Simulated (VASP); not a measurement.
# HfH3 (R-3m) in VASP: single point with PBEsol

Aim: the single point of HfH3 with PBEsol.

All numbers are computed with VASP 6.6.1; they aren't measurements. Logs are shortened: lines on timing, memory, paths and dates and some standing lists are left out, and cuts for length are marked.

### Step 1. The cell of the first run

It takes space group R-3m (No. 166, trigonal). The conventional cell has a = 4.255 Å, b = 4.255 Å, c = 5.852 Å, α = 90.00°, β = 90.00°, γ = 120.00°. Within 2.8 Å of Hf (site symmetry -3m) lie 12 H at 2.13 to 2.31 Å. H (site symmetry 2/m) has 4 Hf at 2.13 to 2.31 Å and 8 H at 2.13 to 2.31 Å within 2.8 Å.

### Step 2. Single point, PBEsol (strained)

INCAR reads:

```
PREC = Accurate
ENCUT = 520
EDIFF = 1E-7
ISMEAR = 0
SIGMA = 0.1
LREAL = F
LASPH = T
NELM = 80
ALGO = Normal
ISIF = 2
LWAVE = F
LCHARG = F
GGA = PS
NBANDS = 14
```

KPOINTS reads:

```
regular mesh
0
Gamma
  12 12 12
```

POSCAR reads:

```
HfH3
1.0
    3.1320561316      0.1233821600      0.1233821600
    0.1233821600      3.1320561316      0.1233821600
    0.1233821600      0.1233821600      3.1320561316
Hf H
1 3
Direct
    0.0000000000      0.0000000000      0.0000000000
    0.0000000000      0.5000000000      0.5000000000
    0.5000000000      0.0000000000      0.5000000000
    0.5000000000      0.5000000000      0.0000000000
```

Potentials or basis: VASP PAW PBE potentials, release 64 (Hf_pv, H).

The run is started by

```console
cat potpaw_PBE.64/Hf_pv/POTCAR potpaw_PBE.64/H/POTCAR > POTCAR
mpirun -np 1 vasp_std > vasp.out
```

OUTCAR:

```text
PREC = Accurate
   ENCUT = 520
   EDIFF = 1E-7
   ISMEAR = 0
   LREAL = F
   LASPH = T
   NELM = 80
   ISIF = 2
   GGA = PS

 ion  position               nearest neighbor table
   1  0.000  0.000  0.000-   2 2.13   3 2.13   2 2.13   4 2.13   3 2.13   4 2.13   2 2.31   2 2.31
                             3 2.31   4 2.31   3 2.31   4 2.31
   2  0.000  0.500  0.500-   1 2.13   1 2.13   1 2.31   1 2.31
   3  0.500  0.000  0.500-   1 2.13   1 2.13   1 2.31   1 2.31
   4  0.500  0.500  0.000-   1 2.13   1 2.13   1 2.31   1 2.31

  LATTYP: Found a trigonal (rhomboedric) cell.
 ALAT       =     3.1369128018
 COS(alpha) =     0.0800899476

  Lattice vectors:

 A1 = (   3.1320561316,   0.1233821600,   0.1233821600)
 A2 = (   0.1233821600,   3.1320561316,   0.1233821600)
 A3 = (   0.1233821600,   0.1233821600,   3.1320561316)

Analysis of symmetry for initial positions (statically):
=====================================================================
 Subroutine PRICEL returns:
 Original cell was already a primitive cell.

 Routine SETGRP: Setting up the symmetry group for a
 trigonal (rhombohedral) supercell.

 Subroutine GETGRP returns: Found 12 space group operations
 (whereof 12 operations were pure point group operations)
 out of a pool of 12 trial point group operations.

The static configuration has the point symmetry D_3d.

Analysis of symmetry for dynamics (positions and initial velocities):
=====================================================================
 Subroutine PRICEL returns:
 Original cell was already a primitive cell.

 Routine SETGRP: Setting up the symmetry group for a
 trigonal (rhombohedral) supercell.

 Subroutine GETGRP returns: Found 12 space group operations
 (whereof 12 operations were pure point group operations)
 out of a pool of 12 trial point group operations.

The dynamic configuration has the point symmetry D_3d.

 Subroutine INISYM returns: Found 12 space group operations
 (whereof 12 operations are pure point group operations),
 and found     1 'primitive' translations

----------------------------------------------------------------------------------------

                                     Primitive cell

  volume of cell :      30.5855

  direct lattice vectors                    reciprocal lattice vectors
     3.132056132  0.123382160  0.123382160     0.320235316 -0.012137022 -0.012137022
     0.123382160  3.132056132  0.123382160    -0.012137022  0.320235316 -0.012137022
     0.123382160  0.123382160  3.132056132    -0.012137022 -0.012137022  0.320235316

  length of vectors
     3.136912802  3.136912802  3.136912802     0.320694983  0.320694983  0.320694983

  position of ions in fractional coordinates (direct lattice)
     0.000000000  0.000000000  0.000000000
     1.000000000  0.500000000  0.500000000
     0.500000000  1.000000000  0.500000000
     0.500000000  0.500000000  0.000000000

  ion indices of the primitive-cell ions
   primitive index   ion index
                 1           1
                 2           2
                 3           3
                 4           4

----------------------------------------------------------------------------------------

 KPOINTS: regular mesh

Automatic generation of k-mesh.
 Grid dimensions read from file:
 generate k-points for:   12   12   12

 Generating k-lattice:

  Cartesian coordinates                     Fractional coordinates (reciprocal lattice)
     0.026686276 -0.001011418 -0.001011418     0.083333333  0.000000000  0.000000000
    -0.001011418  0.026686276 -0.001011418     0.000000000  0.083333333  0.000000000
    -0.001011418 -0.001011418  0.026686276     0.000000000  0.000000000  0.083333333

  Length of vectors
     0.026724582  0.026724582  0.026724582

  Shift w.r.t. Gamma in fractional coordinates (k-lattice)
     0.000000000  0.000000000  0.000000000

 Subroutine IBZKPT returns following result:
 ===========================================

 Found    189 irreducible k-points:

 Following reciprocal coordinates:
            Coordinates               Weight
  0.000000  0.000000  0.000000      1.000000
  0.083333  0.000000  0.000000      6.000000
  0.166667  0.000000  0.000000      6.000000
  0.250000 -0.000000  0.000000      6.000000
  0.333333 -0.000000  0.000000      6.000000
  0.416667 -0.000000  0.000000      6.000000
[... 16 lines left out ...]
  0.500000  0.166667  0.000000     12.000000
 -0.416667  0.166667  0.000000     12.000000
 [... further k-points ...]
   k-points           NKPTS =    189   k-points in BZ     NKDIM =    189   number of bands    NBANDS=     14
   number of dos      NEDOS =    301   number of ions     NIONS =      4
   total plane-waves  NPLWV =  13824
   dimension x,y,z NGX =    24 NGY =   24 NGZ =   24
   dimension x,y,z NGXF=    48 NGYF=   48 NGZF=   48
   ions per type =               1   3
   NGX,Y,Z   is equivalent  to a cutoff of  12.72, 12.72, 12.72 a.u.
   NGXF,Y,Z  is equivalent  to a cutoff of  25.44, 25.44, 25.44 a.u.
 SYSTEM =  unknown system
   PREC   = accura    normal or accurate (medium, high low for compatibility)
   ISTART =      0    job   : 0-new  1-cont  2-samecut
   ICHARG =      2    charge: 1-file 2-atom 10-const
   ISPIN  =      1    spin polarized calculation?
   LNONCOLLINEAR =      F non collinear calculations
   LSORBIT =      F    spin-orbit coupling
   LASPH  =      T    aspherical Exc in radial PAW
   ENCUT  =  520.0 eV  38.22 Ry    6.18 a.u.   5.83  5.83  5.83*2*pi/ulx,y,z
   NELM   =     80;   NELMIN=  2; NELMDL= -5     # of ELM steps
   EDIFF  = 0.1E-06   stopping-criterion for ELM
   LREAL  =      F    real-space projection
   EDIFFG = 0.1E-05   stopping-criterion for IOM
   NSW    =      0    number of steps for IOM
   IBRION =     -1    ionic relax: 0-MD 1-quasi-New 2-CG
   NFREE  =      0    steps in history (QN), initial steepest desc. (CG)
   ISIF   =      2    stress and relaxation
   ISYM   =      2    0-nonsym 1-usesym 2-fastsym
   POTIM  = 0.5000    time-step for ionic-motion
   TEBEG  =    0.0;   TEEND  =   0.0 temperature during run
   PSTRESS=    0.0 pullay stress
   NELECT =      13.0000    total number of electrons
   NUPDOWN=      -1.0000    fix difference up-down
   EMIN   =  10.00;   EMAX   =-10.00  energy-range for DOS
   EFERMI =   0.00;   METHOD = LEGACY
   ISMEAR =     0;   SIGMA  =   0.10  broadening in eV -4-tet -1-fermi 0-gaus
   EFERMI_NEDOS =   21; number of points for ismear=-14 and -15
   IALGO  =     38    algorithm
   IMIX   =      4    mixing-type and parameters
     AMIX     =   0.40;   BMIX     =  1.00
     AMIX_MAG =   1.60;   BMIX_MAG =  1.00
  volume/ion in A,a.u.               =       7.65        51.60
  Fermi-wavevector in a.u.,A,eV,Ry     =   1.230885  2.326035 20.613887  1.515078
  Thomas-Fermi vector in A             =   2.365716
   LORBIT       =      0    0 simple, 1 ext, 2 COOP (PROOUT), +10 PAW based schemes
   GGA     = PS    functional components
   LHFCALC =     F    Hartree Fock is set to
   AEXX    =    0.0000 exact exchange contribution
   IVDW    =     0    specifies the selected vdW correction
   LEPSILON=     F    determine dielectric tensor
   LRPA    =     F    only Hartree local field effects (RPA)
 non-spin polarized calculation
 Gauss-broadening in eV      SIGMA  =   0.10
  energy-cutoff  :      520.00
  volume of cell :       30.59
 maximum number of plane-waves:       838
   NGX = 11   NGY = 11   NGZ = 11

 number of electron      13.0000000 magnetization

 Free energy of the ion-electron system (eV)
  ---------------------------------------------------
  ext. energy  EPLUGINS =         0.00000000
  ---------------------------------------------------
  free energy    TOTEN  =       -21.46085018 eV

  energy without entropy =      -21.45603045  energy(sigma->0) =      -21.45844032

 E-fermi :   4.4715     XC(G=0): -11.2941

 val. band max:        4.4631287073   @ k =   0.5000   0.5000   0.2500
 cond. band min:       4.4736351001   @ k =  -0.4167   0.2500   0.1667
 fundamental gap:      0.0105063928
 Fermi energy:         4.4714648326

 k-point     1 :       0.0000    0.0000    0.0000
  band No.  band energies     occupation
      1     -26.4871      2.00000
      2     -26.4871      2.00000
      3     -26.4044      2.00000
      4      -6.6907      2.00000
      5       0.3268      2.00000
      6       0.3268      2.00000
      7       8.0448      0.00000
      8       8.0448      0.00000
      9       8.6550      0.00000
     10      11.4515      0.00000
     11      11.4515      0.00000
     12      11.8069      0.00000
     13      12.7474      0.00000
     14      12.7474      0.00000

 k-point     2 :       0.0833    0.0000    0.0000
  band No.  band energies     occupation
      1     -26.5139      2.00000
      2     -26.4843      2.00000
      3     -26.4121      2.00000
      4      -6.5503      2.00000
      5       0.3176      2.00000
      6       0.4255      2.00000
      7       7.7283      0.00000
      8       7.9310      0.00000
      9       8.4585      0.00000
     10      10.8021      0.00000
     11      10.8925      0.00000
     12      12.2720      0.00000
     13      12.8755      0.00000
     14      13.2762      0.00000

 k-point     3 :       0.1667    0.0000    0.0000
  band No.  band energies     occupation
      1     -26.6044      2.00000
      2     -26.4764      2.00000
      3     -26.4147      2.00000
      4      -6.1436      2.00000
      5       0.2227      2.00000
      6       0.7191      2.00000
      7       7.0298      0.00000
      8       7.4643      0.00000
      9       8.3540      0.00000
     10       9.7165      0.00000
     11       9.8212      0.00000
     12      12.9499      0.00000
     13      13.3375      0.00000
     14      14.3350      0.00000
[... 324 lines left out ...]
 k-point    23 :       0.5000    0.1667    0.0000
  band No.  band energies     occupation
      1     -26.9718      2.00000
      2     -26.5481      2.00000
      3     -26.4023      2.00000
      4      -2.5218      2.00000
      5      -2.2566      2.00000
      6       2.5600      2.00000
      7       3.4679      2.00000
      8       5.8522      0.00000
      9       7.8080      0.00000
     10       8.2562      0.00000
     11      10.5829      0.00000
     12      12.0451      0.00000
     13      15.8524      0.00000
     14      16.8349      0.00000

 k-point    24 :      -0.4167    0.1667    0.0000
  band No.  band energies     occupation
      1     -26.9409      2.00000
      2     -26.5537      2.00000
      3     -26.4048      2.00000
      4      -3.2072      2.00000
      5      -1.5084      2.00000
      6       2.0964      2.00000
      7       4.0846      2.00000
      8       5.9730      0.00000
      9       7.6637      0.00000
     10       8.1042      0.00000
     11      10.4088      0.00000
     12      11.6887      0.00000
     13      16.5610      0.00000
     14      16.8511      0.00000

 [... further k-points ...]
[... 5 lines left out ...]
  --------------------------------------------------------------------------------------
  -------------------------------------------------------------------------------------
  Total       -1.7178240     -1.7178240     -1.7178240     -0.8449302     -0.8449302     -0.8449302
  in kB      -89.9857789    -89.9857789    -89.9857789    -44.2604713    -44.2604713    -44.2604713
  external PRESSURE =     -89.9857789 kB  Pullay stress =       0.0000000 kB

 VOLUME and BASIS-vectors are now :
 -----------------------------------------------------------------------------
  energy-cutoff  :      520.00
  volume of cell :       30.59
      direct lattice vectors                 reciprocal lattice vectors
     3.132056132  0.123382160  0.123382160     0.320235316 -0.012137022 -0.012137022
     0.123382160  3.132056132  0.123382160    -0.012137022  0.320235316 -0.012137022
     0.123382160  0.123382160  3.132056132    -0.012137022 -0.012137022  0.320235316

 POSITION                                       TOTAL-FORCE (eV/Angst)
 -----------------------------------------------------------------------------------
      0.00000      0.00000      0.00000        -0.000000      0.000000     -0.000000
      0.12338      1.62772      1.62772         0.000000      0.000000      0.000000
      1.62772      0.12338      1.62772        -0.000000     -0.000000     -0.000000
      1.62772      1.62772      0.12338         0.000000      0.000000     -0.000000
 -----------------------------------------------------------------------------------
    total drift:                               -0.000000      0.000000     -0.000000

  FREE ENERGIE OF THE ION-ELECTRON SYSTEM (eV)
  ---------------------------------------------------
  free  energy   TOTEN  =       -21.4608501843 eV

  energy  without entropy=      -21.4560304513  energy(sigma->0) =      -21.45844032
```

It took 37 s on 1 thread of Intel Xeon Platinum 8488C (Sapphire Rapids), shared host; peak memory 0.2 GiB.

Results:

- Free energy: -21.4609 eV
- Pressure: -9.0 GPa

Caveat: the cell differs from its parent crystal (strained); the PAW data sets were made with another functional, which shifts forces and pressure a little; spin-orbit coupling is left out, which moves the levels of the heavy elements.
